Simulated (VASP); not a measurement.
Here is a VASP 6.6.1 calculation.

INCAR

```
SYSTEM = Rh
PREC = Accurate
ENCUT = 520
EDIFF = 1E-6
ISMEAR = 1
SIGMA = 0.02
LREAL = .False.
LASPH = .True.
NELM = 100
ALGO = Fast
ISIF = 2
LWAVE = .False.
LCHARG = .True.
GGA = CA
LELF = .True.
LVHAR = .True.
NBANDS = 22
```

The input KPOINTS:

```
Automatic mesh
0
Gamma
  18 18 12
  0 0 0
```

POSCAR

```
Rh
1.0
    2.5944300901      0.0000000000      0.0000000000
   -1.2972150451      2.3650972278      0.0000000000
    0.0000000000      0.0000000000      4.4284890000
Rh
2
Direct
    0.6666666667      0.3333333333      0.7500000000
    0.3333333333      0.6666666667      0.2500000000
```

Potentials or basis: VASP PAW LDA potentials, release 64 (Rh_pv).

Command:

```console
$ cat potpaw_LDA.64/Rh_pv/POTCAR > POTCAR
$ mpirun -np 1 vasp_std > vasp.out
```

Q: Estimate the band gap on the k mesh.

A: Zero (bands 15 and 16 overlap by 2.61 eV).

Q: Estimate the pressure.

A: -5.3 GPa.

Q: Predict the largest force.

A: 0.108 eV/Å.

Forces in eV/Å, atoms in the order of the input:
```
Rh   0.000 -0.108  0.000
Rh   0.000  0.108  0.000
```

Caveat: the cell differs from its parent crystal (strain -0.0500 x Voigt [1, 0, 0, 0, 0, 0]); the stress differs along the axes, from -12 to 7 GPa.
